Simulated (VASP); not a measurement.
# LiBBr4 (P4/mmm) in VASP: single point with PBE

Aim: the single point of LiBBr4 with PBE.

Program: VASP 6.6.1. These are calculated values, not measurements. Logs are shortened: lines on timing, memory, paths and dates and some standing lists are left out, and cuts for length are marked.

## (1) The cell of the first run

The structure is tetragonal, space group P4/mmm (No. 123). The conventional cell has a = 4.672 Å, b = 4.672 Å, c = 9.204 Å, α = 90.00°, β = 90.00°, γ = 90.00°. Li (site symmetry 4/mmm) has 6 Br at 2.34 to 3.22 Å within 3.3 Å. B (site symmetry 4/mmm) has 8 Br at 3.58 Å and 4 B at 4.67 Å within 4.7 Å. Br (site symmetry 4mm) has 1 Br at 2.77 Å and 1 Li at 3.22 Å and 4 B at 3.58 Å within 3.6 Å. Within 3.1 Å of Br (site symmetry mmm) lie 2 Li at 2.34 Å.

## (2) Single point, PBE

The input, INCAR:

```
  ALGO = Normal
  EDIFF = 1E-6
  ENCUT = 520
  GGA = PE
  ISIF = 2
  ISMEAR = 0
  LASPH = T
  LCHARG = F
  LREAL = F
  LWAVE = F
  NBANDS = 26
  NELM = 100
  PREC = Accurate
  SIGMA = 0.1
```

The input, KPOINTS:

```
k-points
0
Gamma
  8 8 6
```

The input, POSCAR:

```
LiBBr4
1.0
    4.6723037955      0.0000000000      0.0000000000
    0.0000000000      4.6723037955      0.0000000000
    0.0000000000      0.0000000000      9.2039716145
Li B Br
1 1 4
Direct
    0.0000000000      0.0000000000      0.0000000000
    0.5000000000      0.5000000000      0.5000000000
    0.0000000000      0.0000000000      0.6503940946
    0.5000000000      0.0000000000      0.0000000000
    0.0000000000      0.5000000000      0.0000000000
    0.0000000000      0.0000000000      0.3496059054
```

Potentials or basis: VASP PAW PBE potentials, release 64 (Li_sv, B, Br).

The run is started by

```
> cat potpaw_PBE.64/Li_sv/POTCAR potpaw_PBE.64/B/POTCAR potpaw_PBE.64/Br/POTCAR > POTCAR
> mpirun -np 1 vasp_std > vasp.out
```

OUTCAR:

```text
EDIFF = 1E-6
   ENCUT = 520
   GGA = PE
   ISIF = 2
   ISMEAR = 0
   LASPH = T
   LREAL = F
   NELM = 100
   PREC = Accurate

 ion  position               nearest neighbor table
   1  0.000  0.000  0.000-   4 2.34   5 2.34   5 2.34   4 2.34
   2  0.500  0.500  0.500-
   3  0.000  0.000  0.650-   6 2.77
   4  0.500  0.000  0.000-   1 2.34   1 2.34
   5  0.000  0.500  0.000-   1 2.34   1 2.34
   6  0.000  0.000  0.350-   3 2.77

  LATTYP: Found a simple tetragonal cell.
 ALAT       =     4.6723037955
 C/A-ratio  =     1.9699000787

  Lattice vectors:

 A1 = (   4.6723037955,   0.0000000000,   0.0000000000)
 A2 = (   0.0000000000,   4.6723037955,   0.0000000000)
 A3 = (   0.0000000000,   0.0000000000,   9.2039716145)

Analysis of symmetry for initial positions (statically):
=====================================================================
 Subroutine PRICEL returns:
 Original cell was already a primitive cell.

 Routine SETGRP: Setting up the symmetry group for a
 simple tetragonal supercell.

 Subroutine GETGRP returns: Found 16 space group operations
 (whereof 16 operations were pure point group operations)
 out of a pool of 16 trial point group operations.

The static configuration has the point symmetry D_4h.

Analysis of symmetry for dynamics (positions and initial velocities):
=====================================================================
 Subroutine PRICEL returns:
 Original cell was already a primitive cell.

 Routine SETGRP: Setting up the symmetry group for a
 simple tetragonal supercell.

 Subroutine GETGRP returns: Found 16 space group operations
 (whereof 16 operations were pure point group operations)
 out of a pool of 16 trial point group operations.

The dynamic configuration has the point symmetry D_4h.

 Subroutine INISYM returns: Found 16 space group operations
 (whereof 16 operations are pure point group operations),
 and found     1 'primitive' translations

----------------------------------------------------------------------------------------

                                     Primitive cell

  volume of cell :     200.9266

  direct lattice vectors                    reciprocal lattice vectors
     4.672303796  0.000000000  0.000000000     0.214027179  0.000000000  0.000000000
     0.000000000  4.672303796  0.000000000     0.000000000  0.214027179  0.000000000
[... 96 lines left out ...]
   NSW    =      0    number of steps for IOM
   IBRION =     -1    ionic relax: 0-MD 1-quasi-New 2-CG
   NFREE  =      0    steps in history (QN), initial steepest desc. (CG)
   ISIF   =      2    stress and relaxation
   ISYM   =      2    0-nonsym 1-usesym 2-fastsym
   POTIM  = 0.5000    time-step for ionic-motion
   TEBEG  =    0.0;   TEEND  =   0.0 temperature during run
   PSTRESS=    0.0 pullay stress
   NELECT =      34.0000    total number of electrons
   NUPDOWN=      -1.0000    fix difference up-down
   EMIN   =  10.00;   EMAX   =-10.00  energy-range for DOS
   EFERMI =   0.00;   METHOD = LEGACY
   ISMEAR =     0;   SIGMA  =   0.10  broadening in eV -4-tet -1-fermi 0-gaus
   EFERMI_NEDOS =   21; number of points for ismear=-14 and -15
   IALGO  =     38    algorithm
   IMIX   =      4    mixing-type and parameters
     AMIX     =   0.40;   BMIX     =  1.00
     AMIX_MAG =   1.60;   BMIX_MAG =  1.00
  volume/ion in A,a.u.               =      33.49       225.99
  Fermi-wavevector in a.u.,A,eV,Ry     =   0.905500  1.711148 11.155839  0.819931
  Thomas-Fermi vector in A             =   2.029076
   LORBIT       =      0    0 simple, 1 ext, 2 COOP (PROOUT), +10 PAW based schemes
   GGA     = PE    functional components
   LHFCALC =     F    Hartree Fock is set to
   AEXX    =    0.0000 exact exchange contribution
   IVDW    =     0    specifies the selected vdW correction
   LEPSILON=     F    determine dielectric tensor
   LRPA    =     F    only Hartree local field effects (RPA)
 non-spin polarized calculation
 Gauss-broadening in eV      SIGMA  =   0.10
  energy-cutoff  :      520.00
  volume of cell :      200.93
 maximum number of plane-waves:      5458
 NGX is ok and might be reduce to    36
   NGX = 17   NGY = 17   NGZ = 35

 number of electron      33.9999998 magnetization

 Free energy of the ion-electron system (eV)
  ---------------------------------------------------
  ext. energy  EPLUGINS =         0.00000000
  ---------------------------------------------------
  free energy    TOTEN  =       -11.79194146 eV

  energy without entropy =      -11.74462907  energy(sigma->0) =      -11.76828527

 E-fermi :  -0.8751     XC(G=0):  -7.1501

 val. band max:       -0.8758789880   @ k =   0.5000   0.2500   0.0000
 cond. band min:      -0.8729179996   @ k =   0.5000   0.2500   0.1667
 fundamental gap:      0.0029609884
 Fermi energy:        -0.8750692633

 k-point     1 :       0.0000    0.0000    0.0000
  band No.  band energies     occupation
      1     -45.2222      2.00000
      2     -15.4389      2.00000
      3     -15.0132      2.00000
      4     -14.4349      2.00000
      5     -13.9188      2.00000
      6      -6.5378      2.00000
[... 685 lines left out ...]
     25       7.2372      0.00000
     26       7.4482      0.00000

 [... further k-points ...]

------------------------ aborting loop because EDIFF is reached ----------------------------------------

  FORCE on cell =-STRESS in cart. coord.  units (eV):
  Direction    XX          YY          ZZ          XY          YZ          ZX
  --------------------------------------------------------------------------------------
  -------------------------------------------------------------------------------------
  Total        0.0171689      0.0171689     -0.0166574      0.0000000      0.0000000      0.0000000
  in kB        0.1369038      0.1369038     -0.1328248      0.0000000      0.0000000      0.0000000
  external PRESSURE =       0.0469943 kB  Pullay stress =       0.0000000 kB

 VOLUME and BASIS-vectors are now :
 -----------------------------------------------------------------------------
  energy-cutoff  :      520.00
  volume of cell :      200.93
      direct lattice vectors                 reciprocal lattice vectors
     4.672303796  0.000000000  0.000000000     0.214027179  0.000000000  0.000000000
     0.000000000  4.672303796  0.000000000     0.000000000  0.214027179  0.000000000
     0.000000000  0.000000000  9.203971615     0.000000000  0.000000000  0.108648749

 POSITION                                       TOTAL-FORCE (eV/Angst)
 -----------------------------------------------------------------------------------
      0.00000      0.00000      0.00000        -0.000000      0.000000      0.000000
      2.33615      2.33615      4.60199        -0.000000      0.000000      0.000000
      0.00000      0.00000      5.98621         0.000000     -0.000000      0.001529
      2.33615      0.00000      0.00000        -0.000000      0.000000      0.000000
      0.00000      2.33615      0.00000        -0.000000      0.000000      0.000000
      0.00000      0.00000      3.21776         0.000000     -0.000000     -0.001529
 -----------------------------------------------------------------------------------
    total drift:                                0.000000      0.000000     -0.000000

  FREE ENERGIE OF THE ION-ELECTRON SYSTEM (eV)
  ---------------------------------------------------
  free  energy   TOTEN  =       -11.7919414628 eV

  energy  without entropy=      -11.7446290693  energy(sigma->0) =      -11.76828527
```

OSZICAR:

```text
N       E                     dE             d eps       ncg     rms          rms(c)
DAV:   1     0.215318301166E+03    0.21532E+03   -0.12525E+04  3120   0.110E+03
DAV:   2     0.783812194668E+01   -0.20748E+03   -0.19707E+03  4270   0.199E+02
DAV:   3    -0.127827966510E+02   -0.20621E+02   -0.20418E+02  3676   0.671E+01
DAV:   4    -0.138977644328E+02   -0.11150E+01   -0.11118E+01  5864   0.128E+01
DAV:   5    -0.139105073162E+02   -0.12743E-01   -0.12740E-01  3974   0.146E+00    0.615E+00
DAV:   6    -0.124516744428E+02    0.14588E+01   -0.78655E+00  3984   0.670E+00    0.543E+00
DAV:   7    -0.121159726536E+02    0.33570E+00   -0.39941E+00  3888   0.464E+00    0.293E+00
DAV:   8    -0.118274850681E+02    0.28849E+00   -0.19377E+00  3782   0.376E+00    0.170E+00
DAV:   9    -0.118261473957E+02    0.13377E-02   -0.44349E-01  3708   0.186E+00    0.978E-01
DAV:  10    -0.117929559917E+02    0.33191E-01   -0.11706E-01  4132   0.113E+00    0.396E-01
DAV:  11    -0.117959424200E+02   -0.29864E-02   -0.37005E-02  3916   0.528E-01    0.447E-01
DAV:  12    -0.117922915498E+02    0.36509E-02   -0.21397E-02  4426   0.365E-01    0.162E-01
DAV:  13    -0.117920926508E+02    0.19890E-03   -0.33494E-03  4074   0.152E-01    0.983E-02
DAV:  14    -0.117919366858E+02    0.15596E-03   -0.40590E-04  3650   0.682E-02    0.173E-02
DAV:  15    -0.117919565298E+02   -0.19844E-04   -0.83144E-05  4100   0.330E-02    0.281E-02
DAV:  16    -0.117919413138E+02    0.15216E-04   -0.22743E-05  3976   0.168E-02    0.452E-03
DAV:  17    -0.117919414628E+02   -0.14901E-06   -0.70722E-07  2616   0.376E-03
   1 F= -.11791941E+02 E0= -.11768285E+02  d E =-.473124E-01
```

Wall time 2.6 min (1 thread of Intel Xeon 6975P-C (Granite Rapids), shared host); peak memory 0.46 GiB.

Results:

```yaml
Free_energy: -11.7919 eV
Band_gap_on_the_k_mesh: zero (bands 17 and 18 overlap by 0.20 eV)
```

Levels at points of the mesh, in eV from the Fermi level:
| k point | band 14 | band 15 | band 16 | band 17 | band 18 | band 19 | band 20 | band 21 |
| --- | --- | --- | --- | --- | --- | --- | --- | --- |
| (0.00, 0.00, 0.00) | -1.15 | -0.63 | -0.10 | -0.10 | 0.11 | 0.55 | 1.08 | 1.08 |
| (0.50, 0.00, 0.00) | -1.53 | -1.39 | -1.09 | -1.00 | 0.16 | 0.30 | 0.60 | 0.97 |
| (0.50, 0.50, 0.00) | -0.86 | -0.86 | -0.27 | 0.07 | 0.47 | 0.72 | 1.09 | 1.09 |
| (0.00, 0.00, 0.50) | -1.11 | -0.63 | -0.25 | -0.10 | -0.10 | 0.40 | 1.07 | 1.07 |
| (0.50, 0.00, 0.50) | -1.39 | -1.31 | -1.14 | -1.04 | 0.01 | 0.33 | 0.60 | 0.96 |
| (0.50, 0.50, 0.50) | -1.21 | -1.21 | 0.05 | 0.07 | 0.49 | 0.72 | 1.12 | 1.12 |

Caveat: the cutoff is under 1.25 times the usual one of these potentials, so pressure, stress and relaxed cells hold a basis-set (Pulay) error.
